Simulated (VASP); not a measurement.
Here is a VASP 6.6.1 calculation.

INCAR

```
PREC     = Accurate       # precision mode
ENCUT    = 520            # plane-wave cutoff, eV
EDIFF    = 1E-6           # SCF threshold, eV
ISMEAR   = -1             # smearing method
SIGMA    = 0.08           # smearing width, eV
LREAL    = False          # projectors in reciprocal space
LASPH    = True           # aspherical terms in the spheres
NELM     = 100            # most SCF steps
ALGO     = Normal         # electronic algorithm
ISIF     = 2              # what is computed and relaxed
LWAVE    = False          # write WAVECAR
LCHARG   = False          # write CHGCAR
GGA      = PE             # functional
NBANDS   = 11             # bands
```

The input KPOINTS:

```
regular mesh
0
Gamma
  16 16 15
```

File POSCAR:

```
Pd
1.0
    2.6952126899      0.0000000000      0.0000000000
   -1.3476063449      2.3341226580      0.0000000000
    0.0000000000      0.0000000000      2.6409536697
Pd
1
Direct
    0.0000000000      0.0000000000      0.0000000000
```

Potentials or basis: VASP PAW PBE potentials, release 64 (Pd).

Command:

```sh
$ cat potpaw_PBE.64/Pd/POTCAR > POTCAR
$ mpirun -np 1 vasp_std > vasp.out
```

Q: What does it give for the pressure?

A: -0.3 GPa.

Q: Estimate the band gap on the k mesh.

A: Zero (band 5 reaches 8.89 eV, above the bottom of band 6 at 7.09 eV).

Stress tensor (GPa, compression positive):
```
-0.28  0.00  0.00
 0.00 -0.28  0.00
 0.00  0.00 -0.38
```
